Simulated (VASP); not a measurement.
# Ba (I4/mcm) in VASP: a series of runs

Runs on Ba. Level: PBE. Tasks: single point.

Program: VASP 6.6.1. These are calculated values, not measurements. Logs are shortened: lines on timing, memory, paths and dates and some standing lists are left out, and cuts for length are marked.

## 1. The cell of the first run

The structure is tetragonal, space group I4/mcm (No. 140). Conventional cell: a = 8.094 Å, b = 8.094 Å, c = 7.517 Å, α = 90.00°, β = 90.00°, γ = 90.00°. Ba (site symmetry m2m) has 11 Ba at 4.07 to 4.77 Å within 5.3 Å.

## 2. Single point, PBE

INCAR

```
SYSTEM = Ba
PREC     = Accurate       ! precision mode
ENCUT    = 520            ! plane-wave cutoff, eV
EDIFF    = 1E-6           ! SCF threshold, eV
ISMEAR   = -1             ! smearing method
SIGMA    = 0.05           ! smearing width, eV
LREAL    = .FALSE.        ! projectors in reciprocal space
LASPH    = .TRUE.         ! aspherical terms in the spheres
NELM     = 60             ! most SCF steps
ALGO     = Fast           ! electronic algorithm
ISIF     = 2              ! what is computed and relaxed
LWAVE    = .FALSE.        ! write WAVECAR
LCHARG   = .FALSE.        ! write CHGCAR
GGA      = PE             ! functional
NBANDS   = 28             ! bands
```

KPOINTS

```
regular mesh
0
G
  5 5 5
  0 0 0
```

POSCAR

```
Ba
1.0
   -4.0468609874      4.0468609874      3.7584472265
    4.0468609874     -4.0468609874      3.7584472265
    4.0468609874      4.0468609874     -3.7584472265
Ba
4
Direct
    0.6818578900      0.1818578900      0.8637157800
    0.3181421100      0.8181421100      0.1362842200
    0.1818578900      0.3181421100      0.5000000000
    0.8181421100      0.6818578900      0.5000000000
```

Potentials or basis: VASP PAW PBE potentials, release 64 (Ba_sv).

On the command line:

```bash
cat potpaw_PBE.64/Ba_sv/POTCAR > POTCAR
mpirun -np 1 vasp_std > vasp.out
```

OUTCAR:

```text
SYSTEM = Ba
   PREC = Accurate
   ENCUT = 520
   EDIFF = 1E-6
   ISMEAR = -1
   LREAL = .FALSE.
   LASPH = .TRUE.
   NELM = 60
   ISIF = 2
   GGA = PE

 ion  position               nearest neighbor table
   1  0.682  0.182  0.864-   2 4.07   2 4.07   2 4.16   4 4.19   3 4.19   3 4.19   4 4.19
   2  0.318  0.818  0.136-   1 4.07   1 4.07   1 4.16   4 4.19   3 4.19   4 4.19   3 4.19
   3  0.182  0.318  0.500-   4 4.07   4 4.07   4 4.16   2 4.19   1 4.19   2 4.19   1 4.19
   4  0.818  0.682  0.500-   3 4.07   3 4.07   3 4.16   2 4.19   1 4.19   2 4.19   1 4.19

  LATTYP: Found a body centered tetragonal cell.
 ALAT       =     8.0937219748
 C/A-ratio  =     0.9287314880

  Lattice vectors:

 A1 = (  -4.0468609874,   4.0468609874,   3.7584472265)
 A2 = (   4.0468609874,  -4.0468609874,   3.7584472265)
 A3 = (   4.0468609874,   4.0468609874,  -3.7584472265)

Analysis of symmetry for initial positions (statically):
=====================================================================
 Subroutine PRICEL returns:
 Original cell was already a primitive cell.

 Routine SETGRP: Setting up the symmetry group for a
 body centered tetragonal supercell.

 Subroutine GETGRP returns: Found 16 space group operations
 (whereof  8 operations were pure point group operations)
 out of a pool of 16 trial point group operations.

The static configuration has the point symmetry C_4h.
 The point group associated with its full space group is D_4h.

Analysis of symmetry for dynamics (positions and initial velocities):
=====================================================================
 Subroutine PRICEL returns:
 Original cell was already a primitive cell.

 Routine SETGRP: Setting up the symmetry group for a
 body centered tetragonal supercell.

 Subroutine GETGRP returns: Found 16 space group operations
 (whereof  8 operations were pure point group operations)
 out of a pool of 16 trial point group operations.

The dynamic configuration has the point symmetry C_4h.
 The point group associated with its full space group is D_4h.

 Subroutine INISYM returns: Found 16 space group operations
 (whereof  8 operations are pure point group operations),
 and found     1 'primitive' translations

----------------------------------------------------------------------------------------

                                     Primitive cell

  volume of cell :     246.2096

  direct lattice vectors                    reciprocal lattice vectors
    -4.046860987  4.046860987  3.758447226     0.000000000  0.123552551  0.133033663
     4.046860987 -4.046860987  3.758447226     0.123552551  0.000000000  0.133033663
     4.046860987  4.046860987 -3.758447226     0.123552551  0.123552551  0.000000000

  length of vectors
     6.846903918  6.846903918  6.846903918     0.181557672  0.181557672  0.174729694

  position of ions in fractional coordinates (direct lattice)
     0.681857890  0.181857890  0.863715780
     0.318142110  0.818142110  0.136284220
     0.181857890  0.318142110  0.500000000
     0.818142110  0.681857890  0.500000000

  ion indices of the primitive-cell ions
   primitive index   ion index
                 1           1
                 2           2
                 3           3
                 4           4

----------------------------------------------------------------------------------------

 KPOINTS: regular mesh

Automatic generation of k-mesh.
 Grid dimensions read from file:
 generate k-points for:    5    5    5

 Generating k-lattice:

  Cartesian coordinates                     Fractional coordinates (reciprocal lattice)
     0.000000000  0.024710510  0.026606733     0.200000000  0.000000000  0.000000000
     0.024710510  0.000000000  0.026606733     0.000000000  0.200000000  0.000000000
     0.024710510  0.024710510  0.000000000     0.000000000  0.000000000  0.200000000

  Length of vectors
     0.036311534  0.036311534  0.034945939

  Shift w.r.t. Gamma in fractional coordinates (k-lattice)
     0.000000000  0.000000000  0.000000000

 Subroutine IBZKPT returns following result:
 ===========================================

 Found     18 irreducible k-points:

 Following reciprocal coordinates:
            Coordinates               Weight
  0.000000  0.000000  0.000000      1.000000
  0.200000  0.000000 -0.000000      8.000000
  0.400000  0.000000  0.000000      8.000000
  0.200000  0.200000 -0.000000      8.000000
  0.400000  0.200000 -0.000000     16.000000
 -0.400000  0.200000  0.000000     16.000000
[... 10 lines left out ...]
 -0.400000  0.400000  0.400000      4.000000
 -0.400000 -0.400000  0.400000      2.000000
   k-points           NKPTS =     18   k-points in BZ     NKDIM =     18   number of bands    NBANDS=     28
   number of dos      NEDOS =    301   number of ions     NIONS =      4
   total plane-waves  NPLWV = 157464
   dimension x,y,z NGX =    54 NGY =   54 NGZ =   54
   dimension x,y,z NGXF=   108 NGYF=  108 NGZF=  108
   ions per type =               4
   NGX,Y,Z   is equivalent  to a cutoff of  13.11, 13.11, 13.11 a.u.
   NGXF,Y,Z  is equivalent  to a cutoff of  26.22, 26.22, 26.22 a.u.
 SYSTEM =  Ba
   PREC   = accura    normal or accurate (medium, high low for compatibility)
   ISTART =      0    job   : 0-new  1-cont  2-samecut
   ICHARG =      2    charge: 1-file 2-atom 10-const
   ISPIN  =      1    spin polarized calculation?
   LNONCOLLINEAR =      F non collinear calculations
   LSORBIT =      F    spin-orbit coupling
   LASPH  =      T    aspherical Exc in radial PAW
   ENCUT  =  520.0 eV  38.22 Ry    6.18 a.u.  12.73 12.73 12.73*2*pi/ulx,y,z
   NELM   =     60;   NELMIN=  2; NELMDL= -5     # of ELM steps
   EDIFF  = 0.1E-05   stopping-criterion for ELM
   LREAL  =      F    real-space projection
   EDIFFG = 0.1E-04   stopping-criterion for IOM
   NSW    =      0    number of steps for IOM
   IBRION =     -1    ionic relax: 0-MD 1-quasi-New 2-CG
   NFREE  =      0    steps in history (QN), initial steepest desc. (CG)
   ISIF   =      2    stress and relaxation
   ISYM   =      2    0-nonsym 1-usesym 2-fastsym
   POTIM  = 0.5000    time-step for ionic-motion
   TEBEG  =    0.0;   TEEND  =   0.0 temperature during run
   PSTRESS=    0.0 pullay stress
   NELECT =      40.0000    total number of electrons
   NUPDOWN=      -1.0000    fix difference up-down
   EMIN   =  10.00;   EMAX   =-10.00  energy-range for DOS
   EFERMI =   0.00;   METHOD = LEGACY
   ISMEAR =    -1;   SIGMA  =   0.05  broadening in eV -4-tet -1-fermi 0-gaus
   EFERMI_NEDOS =   21; number of points for ismear=-14 and -15
   IALGO  =     68    algorithm
   IMIX   =      4    mixing-type and parameters
     AMIX     =   0.40;   BMIX     =  1.00
     AMIX_MAG =   1.60;   BMIX_MAG =  1.00
  volume/ion in A,a.u.               =      61.55       415.38
  Fermi-wavevector in a.u.,A,eV,Ry     =   0.893291  1.688076 10.857035  0.797970
  Thomas-Fermi vector in A             =   2.015350
   LORBIT       =      0    0 simple, 1 ext, 2 COOP (PROOUT), +10 PAW based schemes
   GGA     = PE    functional components
   LHFCALC =     F    Hartree Fock is set to
   AEXX    =    0.0000 exact exchange contribution
   IVDW    =     0    specifies the selected vdW correction
   LEPSILON=     F    determine dielectric tensor
   LRPA    =     F    only Hartree local field effects (RPA)
 non-spin polarized calculation
 RMM-DIIS sequential band-by-band and
  energy-cutoff  :      520.00
  volume of cell :      246.21
 maximum number of plane-waves:      6673
 NGX is ok and might be reduce to    54
   NGX = 25   NGY = 25   NGZ = 25

 number of electron      39.9999999 magnetization

 Free energy of the ion-electron system (eV)
  ---------------------------------------------------
  ext. energy  EPLUGINS =         0.00000000
  ---------------------------------------------------
  free energy    TOTEN  =        -7.06685753 eV

  energy without entropy =       -7.03441760  energy(sigma->0) =       -7.05063757

 E-fermi :   1.7182     XC(G=0):  -7.4606

 val. band max:        1.6908343849   @ k =  -0.2000  -0.2000   0.2000
 cond. band min:       1.7291587309   @ k =  -0.4000   0.4000   0.0000
 fundamental gap:      0.0383243460
 Fermi energy:         1.7181988566

 k-point     1 :       0.0000    0.0000    0.0000
  band No.  band energies     occupation
      1     -27.2388      2.00000
      2     -27.1692      2.00000
      3     -27.1463      2.00000
      4     -27.1463      2.00000
      5     -12.6956      2.00000
      6     -12.5775      2.00000
[... 20 lines left out ...]
     27       3.3439      0.00000
     28       3.4217      0.00000

 k-point     2 :       0.2000    0.0000   -0.0000
  band No.  band energies     occupation
      1     -27.2295      2.00000
      2     -27.1688      2.00000
      3     -27.1534      2.00000
      4     -27.1490      2.00000
      5     -12.7024      2.00000
      6     -12.6228      2.00000
[... 20 lines left out ...]
     27       3.1485      0.00000
     28       3.4382      0.00000

 k-point     3 :       0.4000    0.0000    0.0000
  band No.  band energies     occupation
      1     -27.2060      2.00000
      2     -27.1789      2.00000
      3     -27.1609      2.00000
      4     -27.1554      2.00000
      5     -12.7003      2.00000
      6     -12.6721      2.00000
[... 20 lines left out ...]
     27       2.9884      0.00000
     28       3.2316      0.00000

 k-point     4 :       0.2000    0.2000   -0.0000
  band No.  band energies     occupation
      1     -27.2129      2.00000
      2     -27.1689      2.00000
      3     -27.1609      2.00000
      4     -27.1584      2.00000
      5     -12.7202      2.00000
      6     -12.5967      2.00000
[... 392 lines left out ...]
     27       3.5888      0.00000
     28       3.8368      0.00000

 k-point    17 :      -0.4000    0.4000    0.4000
  band No.  band energies     occupation
      1     -27.1938      2.00000
      2     -27.1879      2.00000
      3     -27.1806      2.00000
      4     -27.1386      2.00000
      5     -12.7180      2.00000
      6     -12.7118      2.00000
[... 20 lines left out ...]
     27       3.2618      0.00000
     28       3.3553      0.00000

 k-point    18 :      -0.4000   -0.4000    0.4000
  band No.  band energies     occupation
      1     -27.1910      2.00000
      2     -27.1842      2.00000
      3     -27.1842      2.00000
      4     -27.1415      2.00000
      5     -12.7513      2.00000
      6     -12.6731      2.00000
[... 20 lines left out ...]
     27       3.3553      0.00000
     28       3.4422      0.00000

------------------------ aborting loop because EDIFF is reached ----------------------------------------

  FORCE on cell =-STRESS in cart. coord.  units (eV):
  Direction    XX          YY          ZZ          XY          YZ          ZX
  --------------------------------------------------------------------------------------
  -------------------------------------------------------------------------------------
  Total        0.5974171      0.5974171      0.4975673      0.0000000      0.0000000      0.0000000
  in kB        3.8876144      3.8876144      3.2378552      0.0000000      0.0000000      0.0000000
  external PRESSURE =       3.6710280 kB  Pullay stress =       0.0000000 kB

 VOLUME and BASIS-vectors are now :
 -----------------------------------------------------------------------------
  energy-cutoff  :      520.00
  volume of cell :      246.21
      direct lattice vectors                 reciprocal lattice vectors
    -4.046860987  4.046860987  3.758447226     0.000000000  0.123552551  0.133033663
     4.046860987 -4.046860987  3.758447226     0.123552551  0.000000000  0.133033663
     4.046860987  4.046860987 -3.758447226     0.123552551  0.123552551  0.000000000

 POSITION                                       TOTAL-FORCE (eV/Angst)
 -----------------------------------------------------------------------------------
      1.47191      5.51877      0.00000        -0.054591     -0.054591      0.000000
      2.57495     -1.47191      3.75845         0.054591      0.054591     -0.000000
      2.57495      1.47191      0.00000         0.054591     -0.054591      0.000000
      1.47191      2.57495      3.75845        -0.054591      0.054591      0.000000
 -----------------------------------------------------------------------------------
    total drift:                               -0.000000     -0.000000      0.000000

  FREE ENERGIE OF THE ION-ELECTRON SYSTEM (eV)
  ---------------------------------------------------
  free  energy   TOTEN  =        -7.0668575294 eV

  energy  without entropy=       -7.0344176029  energy(sigma->0) =       -7.05063757
```

Run time: 3.3 min. Hardware: 1 thread of Intel Xeon 6975P-C (Granite Rapids), shared host; peak memory 0.42 GiB.

Results:

```yaml
Free_energy: -7.0669 eV
Pressure: 0.4 GPa
Largest_force: 0.077 eV/Å
Band_gap_on_the_k_mesh: zero (band 20 reaches 1.95 eV, above the bottom of band 21 at 1.61 eV)
```

Forces on the atoms (eV/Å):
```
Ba  -0.055 -0.055  0.000
Ba   0.055  0.055  0.000
Ba   0.055 -0.055  0.000
Ba  -0.055  0.055  0.000
```

Levels at points of the mesh, in eV from the Fermi level:
| k point | band 16 | band 17 | band 18 | band 19 | band 20 | band 21 | band 22 | band 23 | band 24 | band 25 |
| --- | --- | --- | --- | --- | --- | --- | --- | --- | --- | --- |
| (0.00, 0.00, 0.00) | -13.84 | -2.72 | -0.57 | -0.50 | -0.26 | 0.28 | 0.28 | 1.02 | 1.04 | 1.38 |

Caveat: spin-orbit coupling is left out, which moves the levels of the heavy elements.

## 3. Single point, PBE

This run uses another cell than the first one, of 62.86 Å³/atom, 1.021 times its volume.

INCAR

```
SYSTEM = Ba
PREC     = Accurate       ! precision mode
ENCUT    = 520            ! plane-wave cutoff, eV
EDIFF    = 1E-6           ! SCF threshold, eV
ISMEAR   = -1             ! smearing method
SIGMA    = 0.05           ! smearing width, eV
LREAL    = .False.        ! projectors in reciprocal space
LASPH    = .True.         ! aspherical terms in the spheres
NELM     = 80             ! most SCF steps
ALGO     = Fast           ! electronic algorithm
ISIF     = 2              ! what is computed and relaxed
LWAVE    = .False.        ! write WAVECAR
LCHARG   = .False.        ! write CHGCAR
GGA      = PE             ! functional
NBANDS   = 28             ! bands
```

KPOINTS

```
regular mesh
0
Gamma
  5 5 5
  0 0 0
```

POSCAR

```
Ba
1.0
   -4.0753609475      4.0753609475      3.7849160368
    4.0753609475     -4.0753609475      3.7849160368
    4.0753609475      4.0753609475     -3.7849160368
Ba
4
Direct
    0.6818578900      0.1818578900      0.8637157800
    0.3181421100      0.8181421100      0.1362842200
    0.1818578900      0.3181421100      0.5000000000
    0.8181421100      0.6818578900      0.5000000000
```

Potentials or basis: VASP PAW PBE potentials, release 64 (Ba_sv).

On the command line:

```bash
cat potpaw_PBE.64/Ba_sv/POTCAR > POTCAR
mpirun -np 1 vasp_std > vasp.out
```

It took 2.5 min on 1 thread of Intel Xeon 6975P-C (Granite Rapids), shared host; peak memory 0.43 GiB.

It converged, with:

| Property | Result |
| --- | --- |
| Free energy | -7.0761 eV |
| Pressure | 0.2 GPa |
| Largest force | 0.088 eV/Å |
| Band gap on the k mesh | zero (band 20 reaches 1.86 eV, above the bottom of band 21 at 1.55 eV) |

Forces on the atoms (eV/Å):
```
Ba  -0.063 -0.063  0.000
Ba   0.063  0.063  0.000
Ba   0.063 -0.063  0.000
Ba  -0.063  0.063  0.000
```

Stress tensor (GPa, compression positive):
```
0.23 0.00 0.00
0.00 0.23 0.00
0.00 0.00 0.14
```

Levels at points of the mesh, in eV from the Fermi level:
```tsv
k point	band 16	band 17	band 18	band 19	band 20	band 21	band 22	band 23	band 24	band 25
(0.00, 0.00, 0.00)	-13.88	-2.71	-0.54	-0.48	-0.25	0.27	0.27	0.98	1.03	1.38
```

Caveat: spin-orbit coupling is left out, which moves the levels of the heavy elements.

(Part 1 of 2 ends here.)
